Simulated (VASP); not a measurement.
# As (Pm-3m) in VASP: a series of runs

The runs below take As through single point, with PBE.

All numbers are computed with VASP 6.6.1; they aren't measurements. Logs are shortened: lines on timing, memory, paths and dates and some standing lists are left out, and cuts for length are marked.

## Step 1: The cell of the first run

The structure is cubic, space group Pm-3m (No. 221). Conventional cell: a = 2.805 Å, b = 2.805 Å, c = 2.805 Å, α = 90.00°, β = 90.00°, γ = 90.00°. Within 3.7 Å of As (site symmetry m-3m) lie 6 As at 2.81 Å.

## Step 2: Single point, PBE (volume scaled by 1.08)

INCAR

```
SYSTEM = As
PREC = Accurate
ENCUT = 520
EDIFF = 1E-6
ISMEAR = -1
SIGMA = 0.1
LREAL = .FALSE.
LASPH = .TRUE.
NELM = 80
ALGO = Normal
ISIF = 2
LWAVE = .FALSE.
LCHARG = .FALSE.
GGA = PE
NBANDS = 8
```

KPOINTS

```
Automatic mesh
0
G
  13 13 13
  0 0 0
```

POSCAR

```
As
1.0
    2.8053614422      0.0000000000      0.0000000000
    0.0000000000      2.8053614422      0.0000000000
    0.0000000000      0.0000000000      2.8053614422
As
1
Direct
    0.0000000000      0.0000000000      0.0000000000
```

Potentials or basis: VASP PAW PBE potentials, release 64 (As).

The run is started by

```bash
> cat potpaw_PBE.64/As/POTCAR > POTCAR
> mpirun -np 1 vasp_std > vasp.out
```

OUTCAR:

```text
SYSTEM = As
   PREC = Accurate
   ENCUT = 520
   EDIFF = 1E-6
   ISMEAR = -1
   LREAL = .FALSE.
   LASPH = .TRUE.
   NELM = 80
   ISIF = 2
   GGA = PE

 ion  position               nearest neighbor table
   1  0.000  0.000  0.000-

  LATTYP: Found a simple cubic cell.
 ALAT       =     2.8053614422

  Lattice vectors:

 A1 = (   2.8053614422,   0.0000000000,   0.0000000000)
 A2 = (   0.0000000000,   2.8053614422,   0.0000000000)
 A3 = (   0.0000000000,   0.0000000000,   2.8053614422)

Analysis of symmetry for initial positions (statically):
=====================================================================
 Subroutine PRICEL returns:
 Original cell was already a primitive cell.

 Routine SETGRP: Setting up the symmetry group for a
 simple cubic supercell.

 Subroutine GETGRP returns: Found 48 space group operations
 (whereof 48 operations were pure point group operations)
 out of a pool of 48 trial point group operations.

The static configuration has the point symmetry O_h .

Analysis of symmetry for dynamics (positions and initial velocities):
=====================================================================
 Subroutine PRICEL returns:
 Original cell was already a primitive cell.

 Routine SETGRP: Setting up the symmetry group for a
 simple cubic supercell.

 Subroutine GETGRP returns: Found 48 space group operations
 (whereof 48 operations were pure point group operations)
 out of a pool of 48 trial point group operations.

The dynamic configuration has the point symmetry O_h .

 Subroutine INISYM returns: Found 48 space group operations
 (whereof 48 operations are pure point group operations),
 and found     1 'primitive' translations

----------------------------------------------------------------------------------------

                                     Primitive cell

  volume of cell :      22.0783

  direct lattice vectors                    reciprocal lattice vectors
     2.805361442  0.000000000  0.000000000     0.356460307  0.000000000  0.000000000
     0.000000000  2.805361442  0.000000000     0.000000000  0.356460307  0.000000000
     0.000000000  0.000000000  2.805361442     0.000000000  0.000000000  0.356460307

  length of vectors
     2.805361442  2.805361442  2.805361442     0.356460307  0.356460307  0.356460307

  position of ions in fractional coordinates (direct lattice)
     0.000000000  0.000000000  0.000000000

  ion indices of the primitive-cell ions
   primitive index   ion index
                 1           1

----------------------------------------------------------------------------------------

 KPOINTS: Automatic mesh

Automatic generation of k-mesh.
 Grid dimensions read from file:
 generate k-points for:   13   13   13

 Generating k-lattice:

  Cartesian coordinates                     Fractional coordinates (reciprocal lattice)
     0.027420024  0.000000000  0.000000000     0.076923077  0.000000000  0.000000000
     0.000000000  0.027420024  0.000000000     0.000000000  0.076923077  0.000000000
     0.000000000  0.000000000  0.027420024     0.000000000  0.000000000  0.076923077

  Length of vectors
     0.027420024  0.027420024  0.027420024

  Shift w.r.t. Gamma in fractional coordinates (k-lattice)
     0.000000000  0.000000000  0.000000000

 Subroutine IBZKPT returns following result:
 ===========================================

 Found     84 irreducible k-points:

 Following reciprocal coordinates:
            Coordinates               Weight
  0.000000  0.000000  0.000000      1.000000
  0.076923  0.000000  0.000000      6.000000
  0.153846  0.000000  0.000000      6.000000
  0.230769  0.000000  0.000000      6.000000
  0.307692  0.000000  0.000000      6.000000
  0.384615  0.000000  0.000000      6.000000
[... 16 lines left out ...]
  0.307692  0.307692  0.000000     12.000000
  0.384615  0.307692  0.000000     24.000000
 [... further k-points ...]
   k-points           NKPTS =     84   k-points in BZ     NKDIM =     84   number of bands    NBANDS=      8
   number of dos      NEDOS =    301   number of ions     NIONS =      1
   total plane-waves  NPLWV =  13824
   dimension x,y,z NGX =    24 NGY =   24 NGZ =   24
   dimension x,y,z NGXF=    48 NGYF=   48 NGZF=   48
   ions per type =               1
   NGX,Y,Z   is equivalent  to a cutoff of  14.22, 14.22, 14.22 a.u.
   NGXF,Y,Z  is equivalent  to a cutoff of  28.44, 28.44, 28.44 a.u.
 SYSTEM =  As
   PREC   = accura    normal or accurate (medium, high low for compatibility)
   ISTART =      0    job   : 0-new  1-cont  2-samecut
   ICHARG =      2    charge: 1-file 2-atom 10-const
   ISPIN  =      1    spin polarized calculation?
   LNONCOLLINEAR =      F non collinear calculations
   LSORBIT =      F    spin-orbit coupling
   LASPH  =      T    aspherical Exc in radial PAW
   ENCUT  =  520.0 eV  38.22 Ry    6.18 a.u.   5.22  5.22  5.22*2*pi/ulx,y,z
   NELM   =     80;   NELMIN=  2; NELMDL= -5     # of ELM steps
   EDIFF  = 0.1E-05   stopping-criterion for ELM
   LREAL  =      F    real-space projection
   EDIFFG = 0.1E-04   stopping-criterion for IOM
   NSW    =      0    number of steps for IOM
   IBRION =     -1    ionic relax: 0-MD 1-quasi-New 2-CG
   NFREE  =      0    steps in history (QN), initial steepest desc. (CG)
   ISIF   =      2    stress and relaxation
   ISYM   =      2    0-nonsym 1-usesym 2-fastsym
   POTIM  = 0.5000    time-step for ionic-motion
   TEBEG  =    0.0;   TEEND  =   0.0 temperature during run
   PSTRESS=    0.0 pullay stress
   NELECT =       5.0000    total number of electrons
   NUPDOWN=      -1.0000    fix difference up-down
   EMIN   =  10.00;   EMAX   =-10.00  energy-range for DOS
   EFERMI =   0.00;   METHOD = LEGACY
   ISMEAR =    -1;   SIGMA  =   0.10  broadening in eV -4-tet -1-fermi 0-gaus
   EFERMI_NEDOS =   21; number of points for ismear=-14 and -15
   IALGO  =     38    algorithm
   IMIX   =      4    mixing-type and parameters
     AMIX     =   0.40;   BMIX     =  1.00
     AMIX_MAG =   1.60;   BMIX_MAG =  1.00
  volume/ion in A,a.u.               =      22.08       148.99
  Fermi-wavevector in a.u.,A,eV,Ry     =   0.997875  1.885710 13.548054  0.995754
  Thomas-Fermi vector in A             =   2.130060
   LORBIT       =      0    0 simple, 1 ext, 2 COOP (PROOUT), +10 PAW based schemes
   GGA     = PE    functional components
   LHFCALC =     F    Hartree Fock is set to
   AEXX    =    0.0000 exact exchange contribution
   IVDW    =     0    specifies the selected vdW correction
   LEPSILON=     F    determine dielectric tensor
   LRPA    =     F    only Hartree local field effects (RPA)
 non-spin polarized calculation
  energy-cutoff  :      520.00
  volume of cell :       22.08
 maximum number of plane-waves:       619
 NGX is ok and might be reduce to    24
   NGX = 11   NGY = 11   NGZ = 11

 number of electron       4.9999999 magnetization

 Free energy of the ion-electron system (eV)
  ---------------------------------------------------
  ext. energy  EPLUGINS =         0.00000000
  ---------------------------------------------------
  free energy    TOTEN  =        -4.54830050 eV

  energy without entropy =       -4.53720106  energy(sigma->0) =       -4.54275078

 E-fermi :   4.7881     XC(G=0):  -9.9568

 val. band max:        4.5393635550   @ k =   0.3077   0.2308   0.0769
 cond. band min:       4.7917463016   @ k =   0.3077   0.2308   0.1538
 fundamental gap:      0.2523827466
 Fermi energy:         4.7880982999

 k-point     1 :       0.0000    0.0000    0.0000
  band No.  band energies     occupation
      1      -9.3111      2.00000
      2       8.4633      0.00000
      3       8.4633      0.00000
      4       8.4633      0.00000
      5      13.1298      0.00000
      6      13.1298      0.00000
      7      14.3459      0.00000
      8      28.2594      0.00000

 k-point     2 :       0.0769    0.0000    0.0000
  band No.  band energies     occupation
      1      -9.2138      2.00000
      2       7.2896      0.00000
      3       8.5467      0.00000
      4       8.5467      0.00000
      5      13.2199      0.00000
      6      13.8197      0.00000
      7      15.1045      0.00000
      8      26.6960      0.00000

 k-point     3 :       0.1538    0.0000    0.0000
  band No.  band energies     occupation
      1      -8.9256      2.00000
      2       5.1987      0.03241
      3       8.7889      0.00000
      4       8.7889      0.00000
      5      13.4861      0.00000
      6      14.3124      0.00000
      7      17.4911      0.00000
      8      24.5790      0.00000

 k-point     4 :       0.2308    0.0000    0.0000
  band No.  band energies     occupation
      1      -8.4611      2.00000
      2       3.1018      2.00000
      3       9.1642      0.00000
      4       9.1642      0.00000
      5      13.9135      0.00000
      6      14.8545      0.00000
      7      20.1025      0.00000
      8      22.6338      0.00000

 k-point     5 :       0.3077    0.0000    0.0000
  band No.  band energies     occupation
      1      -7.8563      2.00000
      2       1.2192      2.00000
      3       9.6196      0.00000
      4       9.6196      0.00000
      5      14.4662      0.00000
      6      15.5774      0.00000
      7      20.9824      0.00000
      8      20.9824      0.00000
[... 177 lines left out ...]
 k-point    22 :       0.4615    0.2308    0.0000
  band No.  band energies     occupation
      1      -5.8562      2.00000
      2      -0.4338      2.00000
      3       5.3851      0.00510
      4      11.0114      0.00000
      5      11.9742      0.00000
      6      17.4827      0.00000
      7      19.8364      0.00000
      8      20.5747      0.00000

 k-point    23 :       0.3077    0.3077    0.0000
  band No.  band energies     occupation
      1      -6.3982      2.00000
      2       2.3956      2.00000
      3       2.7433      2.00000
      4      10.7430      0.00000
      5      12.3285      0.00000
      6      16.7531      0.00000
      7      21.9561      0.00000
      8      22.6372      0.00000

 k-point    24 :       0.3846    0.3077    0.0000
  band No.  band energies     occupation
      1      -5.7379      2.00000
      2       1.0370      2.00000
      3       3.1452      2.00000
      4      10.9572      0.00000
      5      11.1659      0.00000
      6      17.5067      0.00000
      7      21.0359      0.00000
      8      22.2302      0.00000

 [... further k-points ...]
[... 5 lines left out ...]
  --------------------------------------------------------------------------------------
  -------------------------------------------------------------------------------------
  Total       -0.7331734     -0.7331734     -0.7331734     -0.0000000     -0.0000000     -0.0000000
  in kB      -53.2048003    -53.2048003    -53.2048003     -0.0000000     -0.0000000     -0.0000000
  external PRESSURE =     -53.2048003 kB  Pullay stress =       0.0000000 kB

 VOLUME and BASIS-vectors are now :
 -----------------------------------------------------------------------------
  energy-cutoff  :      520.00
  volume of cell :       22.08
      direct lattice vectors                 reciprocal lattice vectors
     2.805361442  0.000000000  0.000000000     0.356460307  0.000000000  0.000000000
     0.000000000  2.805361442  0.000000000     0.000000000  0.356460307  0.000000000
     0.000000000  0.000000000  2.805361442     0.000000000  0.000000000  0.356460307

 POSITION                                       TOTAL-FORCE (eV/Angst)
 -----------------------------------------------------------------------------------
      0.00000      0.00000      0.00000         0.000000      0.000000      0.000000
 -----------------------------------------------------------------------------------
    total drift:                                0.000000     -0.000000     -0.000000

  FREE ENERGIE OF THE ION-ELECTRON SYSTEM (eV)
  ---------------------------------------------------
  free  energy   TOTEN  =        -4.5483004988 eV

  energy  without entropy=       -4.5372010608  energy(sigma->0) =       -4.54275078
```

Run time: 9.7 s. Hardware: 1 thread of AMD EPYC 7R13 (Zen 3), shared host; peak memory 0.11 GiB.

What came out:

* Free energy: -4.5483 eV
* Pressure: -5.3 GPa

## Step 3: Single point, PBE (volume scaled by 1.12)

Changes to INCAR since step 2:

```diff
@@ -8,3 +8,3 @@
 LASPH = .TRUE.
-NELM = 80
+NELM = 100
 ALGO = Normal
```

KPOINTS

```
regular mesh
0
G
  13 13 13
  0 0 0
```

POSCAR

```
As
1.0
    2.8395765391      0.0000000000      0.0000000000
    0.0000000000      2.8395765391      0.0000000000
    0.0000000000      0.0000000000      2.8395765391
As
1
Direct
    0.0000000000      0.0000000000      0.0000000000
```

Potentials or basis: VASP PAW PBE potentials, release 64 (As).

The run is started by

```bash
> cat potpaw_PBE.64/As/POTCAR > POTCAR
> mpirun -np 1 vasp_std > vasp.out
```

Run time: 8.9 s. Hardware: 1 thread of AMD EPYC 7R13 (Zen 3), shared host; peak memory 0.11 GiB.

It converged, with:

```yaml
Free_energy: -4.5163 eV
Pressure: -7.2 GPa
```

Levels at points of the mesh, in eV from the Fermi level:
```csv
k point,band 1,band 2,band 3,band 4,band 5
"(0.00, 0.00, 0.00)",-13.80,3.56,3.56,3.56,8.33
```

(Part 1 of 2 ends here.)
